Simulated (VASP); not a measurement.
# Al4Ag (Im-3m) in VASP: further runs

The runs below take Al4Ag through single point, relaxation of cell and atoms, with PBE.

Everything below comes from runs of VASP 6.6.1. Logs are shortened: lines on timing, memory, paths and dates and some standing lists are left out, and cuts for length are marked.

## (1) The cell of the first run

Symmetry: Im-3m, No. 229, cubic system. Conventional cell: a = 5.935 Å, b = 5.935 Å, c = 5.935 Å, α = 90.00°, β = 90.00°, γ = 90.00°. Within 3.4 Å of Al (site symmetry -3m) lie 2 Ag at 2.57 Å and 6 Al at 2.97 Å. Within 3.4 Å of Ag (site symmetry m-3m) lie 8 Al at 2.57 Å.

## (2) Single point, PBE

File INCAR:

```
SYSTEM = Al4Ag
PREC = Accurate ; ENCUT = 520
EDIFF = 1E-7 ; ISMEAR = 0
SIGMA = 0.1 ; LREAL = .False.
LASPH = .True. ; NELM = 100
ALGO = Normal ; ISIF = 2
LWAVE = .False. ; LCHARG = .True.
GGA = PE ; LELF = .True.
LVHAR = .True. ; NBANDS = 20
```

File KPOINTS:

```
regular mesh
0
Gamma
  10 10 10
  0 0 0
```

File POSCAR:

```
Al4Ag
1.0
   -2.9673164730      2.9673164730      2.9673164730
    2.9673164730     -2.9673164730      2.9673164730
    2.9673164730      2.9673164730     -2.9673164730
Al Ag
4 1
Direct
    0.0000000000      0.0000000000      0.5000000000
    0.5000000000      0.0000000000      0.0000000000
    0.5000000000      0.5000000000      0.5000000000
    0.0000000000      0.5000000000      0.0000000000
    0.0000000000      0.0000000000      0.0000000000
```

Potentials or basis: VASP PAW PBE potentials, release 64 (Al, Ag).

On the command line:

```sh
> cat potpaw_PBE.64/Al/POTCAR potpaw_PBE.64/Ag/POTCAR > POTCAR
> mpirun -np 1 vasp_std > vasp.out
```

OUTCAR:

```text
SYSTEM = Al4Ag
   PREC = Accurate
   ENCUT = 520
   EDIFF = 1E-7
   ISMEAR = 0
   LREAL = .False.
   LASPH = .True.
   NELM = 100
   ISIF = 2
   GGA = PE

 ion  position               nearest neighbor table
   1  0.000  0.000  0.500-   5 2.57   5 2.57   4 2.97   2 2.97   3 2.97   4 2.97   2 2.97   3 2.97

   2  0.500  0.000  0.000-   5 2.57   5 2.57   4 2.97   1 2.97   3 2.97   3 2.97   1 2.97   4 2.97

   3  0.500  0.500  0.500-   5 2.57   5 2.57   4 2.97   1 2.97   2 2.97   4 2.97   1 2.97   2 2.97

   4  0.000  0.500  0.000-   5 2.57   5 2.57   3 2.97   1 2.97   2 2.97   1 2.97   3 2.97   2 2.97

   5  0.000  0.000  0.000-   1 2.57   2 2.57   3 2.57   4 2.57   1 2.57   4 2.57   2 2.57   3 2.57

  LATTYP: Found a body centered cubic cell.
 ALAT       =     5.9346329460

  Lattice vectors:

 A1 = (  -2.9673164730,   2.9673164730,   2.9673164730)
 A2 = (   2.9673164730,  -2.9673164730,   2.9673164730)
 A3 = (   2.9673164730,   2.9673164730,  -2.9673164730)

Analysis of symmetry for initial positions (statically):
=====================================================================
 Subroutine PRICEL returns:
 Original cell was already a primitive cell.

 Routine SETGRP: Setting up the symmetry group for a
 body centered cubic supercell.

 Subroutine GETGRP returns: Found 48 space group operations
 (whereof 48 operations were pure point group operations)
 out of a pool of 48 trial point group operations.

The static configuration has the point symmetry O_h .

Analysis of symmetry for dynamics (positions and initial velocities):
=====================================================================
 Subroutine PRICEL returns:
 Original cell was already a primitive cell.

 Routine SETGRP: Setting up the symmetry group for a
 body centered cubic supercell.

 Subroutine GETGRP returns: Found 48 space group operations
 (whereof 48 operations were pure point group operations)
 out of a pool of 48 trial point group operations.

The dynamic configuration has the point symmetry O_h .

 Subroutine INISYM returns: Found 48 space group operations
 (whereof 48 operations are pure point group operations),
 and found     1 'primitive' translations

----------------------------------------------------------------------------------------

                                     Primitive cell

  volume of cell :     104.5085

  direct lattice vectors                    reciprocal lattice vectors
    -2.967316473  2.967316473  2.967316473     0.000000000  0.168502418  0.168502418
     2.967316473 -2.967316473  2.967316473     0.168502418  0.000000000  0.168502418
     2.967316473  2.967316473 -2.967316473     0.168502418  0.168502418  0.000000000

  length of vectors
     5.139542893  5.139542893  5.139542893     0.238298405  0.238298405  0.238298405

  position of ions in fractional coordinates (direct lattice)
     0.000000000  0.000000000  0.500000000
     0.500000000  0.000000000  0.000000000
     0.500000000  0.500000000  0.500000000
     0.000000000  0.500000000  0.000000000
     0.000000000  0.000000000  0.000000000

  ion indices of the primitive-cell ions
   primitive index   ion index
                 1           1
                 2           2
                 3           3
                 4           4
                 5           5

----------------------------------------------------------------------------------------

 KPOINTS: regular mesh

Automatic generation of k-mesh.
 Grid dimensions read from file:
 generate k-points for:   10   10   10

 Generating k-lattice:

  Cartesian coordinates                     Fractional coordinates (reciprocal lattice)
     0.000000000  0.016850242  0.016850242     0.100000000  0.000000000  0.000000000
     0.016850242  0.000000000  0.016850242     0.000000000  0.100000000  0.000000000
     0.016850242  0.016850242  0.000000000     0.000000000  0.000000000  0.100000000

  Length of vectors
     0.023829840  0.023829840  0.023829840

  Shift w.r.t. Gamma in fractional coordinates (k-lattice)
     0.000000000  0.000000000  0.000000000

 Subroutine IBZKPT returns following result:
 ===========================================

 Found     47 irreducible k-points:

 Following reciprocal coordinates:
            Coordinates               Weight
  0.000000  0.000000  0.000000      1.000000
  0.100000  0.000000  0.000000     12.000000
  0.200000  0.000000  0.000000     12.000000
  0.300000  0.000000  0.000000     12.000000
  0.400000  0.000000  0.000000     12.000000
  0.500000  0.000000  0.000000      6.000000
[... 16 lines left out ...]
  0.300000  0.300000  0.100000      8.000000
 -0.300000  0.300000  0.100000     24.000000
 [... further k-points ...]
   k-points           NKPTS =     47   k-points in BZ     NKDIM =     47   number of bands    NBANDS=     20
   number of dos      NEDOS =    301   number of ions     NIONS =      5
   total plane-waves  NPLWV =  64000
   dimension x,y,z NGX =    40 NGY =   40 NGZ =   40
   dimension x,y,z NGXF=    80 NGYF=   80 NGZF=   80
   ions per type =               4   1
   NGX,Y,Z   is equivalent  to a cutoff of  12.94, 12.94, 12.94 a.u.
   NGXF,Y,Z  is equivalent  to a cutoff of  25.88, 25.88, 25.88 a.u.
 SYSTEM =  Al4Ag
   PREC   = accura    normal or accurate (medium, high low for compatibility)
   ISTART =      0    job   : 0-new  1-cont  2-samecut
   ICHARG =      2    charge: 1-file 2-atom 10-const
   ISPIN  =      1    spin polarized calculation?
   LNONCOLLINEAR =      F non collinear calculations
   LSORBIT =      F    spin-orbit coupling
   LASPH  =      T    aspherical Exc in radial PAW
   ENCUT  =  520.0 eV  38.22 Ry    6.18 a.u.   9.56  9.56  9.56*2*pi/ulx,y,z
   NELM   =    100;   NELMIN=  2; NELMDL= -5     # of ELM steps
   EDIFF  = 0.1E-06   stopping-criterion for ELM
   LREAL  =      F    real-space projection
   EDIFFG = 0.1E-05   stopping-criterion for IOM
   NSW    =      0    number of steps for IOM
   IBRION =     -1    ionic relax: 0-MD 1-quasi-New 2-CG
   NFREE  =      0    steps in history (QN), initial steepest desc. (CG)
   ISIF   =      2    stress and relaxation
   ISYM   =      2    0-nonsym 1-usesym 2-fastsym
   POTIM  = 0.5000    time-step for ionic-motion
   TEBEG  =    0.0;   TEEND  =   0.0 temperature during run
   PSTRESS=    0.0 pullay stress
   NELECT =      23.0000    total number of electrons
   NUPDOWN=      -1.0000    fix difference up-down
   EMIN   =  10.00;   EMAX   =-10.00  energy-range for DOS
   EFERMI =   0.00;   METHOD = LEGACY
   ISMEAR =     0;   SIGMA  =   0.10  broadening in eV -4-tet -1-fermi 0-gaus
   EFERMI_NEDOS =   21; number of points for ismear=-14 and -15
   IALGO  =     38    algorithm
   IMIX   =      4    mixing-type and parameters
     AMIX     =   0.40;   BMIX     =  1.00
     AMIX_MAG =   1.60;   BMIX_MAG =  1.00
  volume/ion in A,a.u.               =      20.90       141.05
  Fermi-wavevector in a.u.,A,eV,Ry     =   0.988402  1.867809 13.292053  0.976938
  Thomas-Fermi vector in A             =   2.119926
   LORBIT       =      0    0 simple, 1 ext, 2 COOP (PROOUT), +10 PAW based schemes
   GGA     = PE    functional components
   LHFCALC =     F    Hartree Fock is set to
   AEXX    =    0.0000 exact exchange contribution
   IVDW    =     0    specifies the selected vdW correction
   LEPSILON=     F    determine dielectric tensor
   LRPA    =     F    only Hartree local field effects (RPA)
 non-spin polarized calculation
 Gauss-broadening in eV      SIGMA  =   0.10
  energy-cutoff  :      520.00
  volume of cell :      104.51
 maximum number of plane-waves:      2844
 NGX is ok and might be reduce to    40
   NGX = 19   NGY = 19   NGZ = 19

 number of electron      23.0000003 magnetization

 Free energy of the ion-electron system (eV)
  ---------------------------------------------------
  ext. energy  EPLUGINS =         0.00000000
  ---------------------------------------------------
  free energy    TOTEN  =       -16.00040304 eV

  energy without entropy =      -15.98824607  energy(sigma->0) =      -15.99432456

 E-fermi :   5.7975     XC(G=0):  -9.5648

 val. band max:        5.7799554552   @ k =   0.2000   0.1000   0.1000
 cond. band min:       5.8019940452   @ k =   0.2000   0.2000   0.0000
 fundamental gap:      0.0220385899
 Fermi energy:         5.7974689305

 k-point     1 :       0.0000    0.0000    0.0000
  band No.  band energies     occupation
      1      -3.5598      2.00000
      2      -1.1673      2.00000
      3      -1.1673      2.00000
      4      -1.1673      2.00000
      5      -0.4391      2.00000
      6      -0.4391      2.00000
[... 12 lines left out ...]
     19      12.3127      0.00000
     20      12.3127      0.00000

 k-point     2 :       0.1000    0.0000    0.0000
  band No.  band energies     occupation
      1      -3.4773      2.00000
      2      -1.1791      2.00000
      3      -1.1689      2.00000
      4      -1.1423      2.00000
      5      -0.4478      2.00000
      6      -0.4419      2.00000
[... 12 lines left out ...]
     19      11.3075      0.00000
     20      11.6835      0.00000

 k-point     3 :       0.2000    0.0000    0.0000
  band No.  band energies     occupation
      1      -3.2331      2.00000
      2      -1.2097      2.00000
      3      -1.1734      2.00000
      4      -1.0727      2.00000
      5      -0.4690      2.00000
      6      -0.4490      2.00000
[... 12 lines left out ...]
     19      10.1673      0.00000
     20      10.7212      0.00000

 k-point     4 :       0.3000    0.0000    0.0000
  band No.  band energies     occupation
      1      -2.8428      2.00000
      2      -1.2472      2.00000
      3      -1.1753      2.00000
      4      -0.9763      2.00000
      5      -0.4920      2.00000
      6      -0.4571      2.00000
[... 429 lines left out ...]
 k-point    23 :       0.3000    0.3000    0.1000
  band No.  band energies     occupation
      1      -1.6290      2.00000
      2      -1.2861      2.00000
      3      -1.2861      2.00000
      4      -1.0192      2.00000
      5      -0.4795      2.00000
      6      -0.4795      2.00000
[... 12 lines left out ...]
     19      10.2475      0.00000
     20      10.8414      0.00000

 k-point    24 :      -0.3000    0.3000    0.1000
  band No.  band energies     occupation
      1      -2.7597      2.00000
      2      -1.2245      2.00000
      3      -1.1646      2.00000
      4      -0.9806      2.00000
      5      -0.5170      2.00000
      6      -0.4618      2.00000
[... 12 lines left out ...]
     19      10.9200      0.00000
     20      11.6639      0.00000

 [... further k-points ...]

------------------------ aborting loop because EDIFF is reached ----------------------------------------

  FORCE on cell =-STRESS in cart. coord.  units (eV):
  Direction    XX          YY          ZZ          XY          YZ          ZX
  --------------------------------------------------------------------------------------
  -------------------------------------------------------------------------------------
  Total       -0.0456560     -0.0456560     -0.0456560      0.0000000     -0.0000000     -0.0000000
  in kB       -0.6999340     -0.6999340     -0.6999340      0.0000000     -0.0000000     -0.0000000
  external PRESSURE =      -0.6999340 kB  Pullay stress =       0.0000000 kB

 VOLUME and BASIS-vectors are now :
 -----------------------------------------------------------------------------
  energy-cutoff  :      520.00
  volume of cell :      104.51
      direct lattice vectors                 reciprocal lattice vectors
    -2.967316473  2.967316473  2.967316473     0.000000000  0.168502418  0.168502418
     2.967316473 -2.967316473  2.967316473     0.168502418  0.000000000  0.168502418
     2.967316473  2.967316473 -2.967316473     0.168502418  0.168502418  0.000000000

 POSITION                                       TOTAL-FORCE (eV/Angst)
 -----------------------------------------------------------------------------------
      1.48366      1.48366     -1.48366        -0.000000      0.000000     -0.000000
     -1.48366      1.48366      1.48366         0.000000     -0.000000      0.000000
      1.48366      1.48366      1.48366        -0.000000     -0.000000     -0.000000
      1.48366     -1.48366      1.48366         0.000000      0.000000      0.000000
      0.00000      0.00000      0.00000        -0.000000      0.000000     -0.000000
 -----------------------------------------------------------------------------------
    total drift:                               -0.000000      0.000000      0.000000

  FREE ENERGIE OF THE ION-ELECTRON SYSTEM (eV)
  ---------------------------------------------------
  free  energy   TOTEN  =       -16.0004030372 eV

  energy  without entropy=      -15.9882460743  energy(sigma->0) =      -15.99432456
```

Run time: 40 s. Hardware: 1 thread of Intel Xeon 6975P-C (Granite Rapids), shared host; peak memory 0.29 GiB.

Results:

```
Free energy : -16.0004 eV
Pressure    : -0.1 GPa
```

Levels at points of the mesh, in eV from the Fermi level:
| k point | band 9 | band 10 | band 11 | band 12 | band 13 | band 14 | band 15 | band 16 |
| --- | --- | --- | --- | --- | --- | --- | --- | --- |
| (0.00, 0.00, 0.00) | -1.96 | -0.71 | -0.71 | -0.71 | -0.39 | -0.39 | -0.39 | 0.53 |
| (0.50, 0.00, 0.00) | -2.31 | -2.04 | -1.74 | 0.45 | 1.69 | 1.99 | 2.46 | 3.60 |
| (0.50, 0.50, 0.50) | -5.68 | -2.68 | -2.68 | 2.59 | 2.59 | 2.59 | 3.05 | 4.28 |

## (3) Relaxation of cell and atoms, PBE

This run uses another cell than the first one, of 21.14 Å³/atom, 1.011 times its volume.

File INCAR:

```
PREC = Accurate ; ENCUT = 600
EDIFF = 1E-6 ; ISMEAR = 0
SIGMA = 0.1 ; LREAL = False
LASPH = True ; NELM = 100
ALGO = Normal ; ISIF = 3
LWAVE = False ; LCHARG = False
GGA = PE ; IBRION = 2
NSW = 100 ; EDIFFG = -0.01
```

File KPOINTS:

```
regular mesh
0
Gamma
  10 10 10
```

POSCAR: that of step 2 with these lines changed.

```diff
@@ -2,5 +2,5 @@
 1.0
-   -2.9673164730      2.9673164730      2.9673164730
-    2.9673164730     -2.9673164730      2.9673164730
-    2.9673164730      2.9673164730     -2.9673164730
+   -2.9785312649      2.9785312649      2.9785312649
+    2.9785312649     -2.9785312649      2.9785312649
+    2.9785312649      2.9785312649     -2.9785312649
 Al Ag
```

Potentials or basis: VASP PAW PBE potentials, release 64 (Al, Ag).

On the command line:

```sh
> cat potpaw_PBE.64/Al/POTCAR potpaw_PBE.64/Ag/POTCAR > POTCAR
> mpirun -np 1 vasp_std > vasp.out
```

Run time: 76 s. Hardware: 1 thread of Intel Xeon 6975P-C (Granite Rapids), shared host; peak memory 0.32 GiB.

Results (log left out):

```yaml
Free_energy: -16.0006 eV
Relaxed_volume: 20.88 Å³/atom
Relaxed_cell: a = 5.138 Å, b = 5.138 Å, c = 5.138 Å, α = 109.47°, β = 109.47°, γ = 109.47°
Space_group_after_relaxing_to_0.05_Å: Im-3m (No. 229)
Energy_gained_by_relaxing: 0.6 meV/atom
Ionic_steps: 3
Pressure_after_relaxing: 0.0 GPa
```

Step by step:
```
step  energy change (eV)  largest force (eV/Å)  pressure (GPa)  volume (Å³)
   1              0.0000                0.0000           -0.75       105.70
   2             -0.0030                0.0000            0.12       104.20
   3             -0.0031                0.0000            0.00       104.39
```

Final structure:
```cif
data_structure
_symmetry_space_group_name_H-M 'P 1'
_symmetry_Int_Tables_number 1
_cell_length_a 5.1377
_cell_length_b 5.1377
_cell_length_c 5.1377
_cell_angle_alpha 109.471
_cell_angle_beta 109.471
_cell_angle_gamma 109.471
_cell_volume 104.39
loop_
_atom_site_label
_atom_site_type_symbol
_atom_site_fract_x
_atom_site_fract_y
_atom_site_fract_z
_atom_site_occupancy
Al1 Al 0.00000 0.00000 0.50000 1
Al2 Al 0.50000 0.00000 0.00000 1
Al3 Al 0.50000 0.50000 0.50000 1
Al4 Al 0.00000 0.50000 0.00000 1
Ag1 Ag 0.00000 0.00000 0.00000 1
```

Levels at points of the mesh, in eV from the Fermi level:
```
           k point  band 9  band 10  band 11  band 12  band 13  band 14  band 15
(0.00, 0.00, 0.00)   -1.96    -0.71    -0.71    -0.71    -0.38    -0.38    -0.38
(0.50, 0.00, 0.00)   -2.31    -2.04    -1.74     0.45     1.69     1.99     2.47
(0.50, 0.50, 0.50)   -5.68    -2.69    -2.69     2.59     2.59     2.59     3.06
```

Caveat: the bands computed are all filled at some k points, so no gap is given.
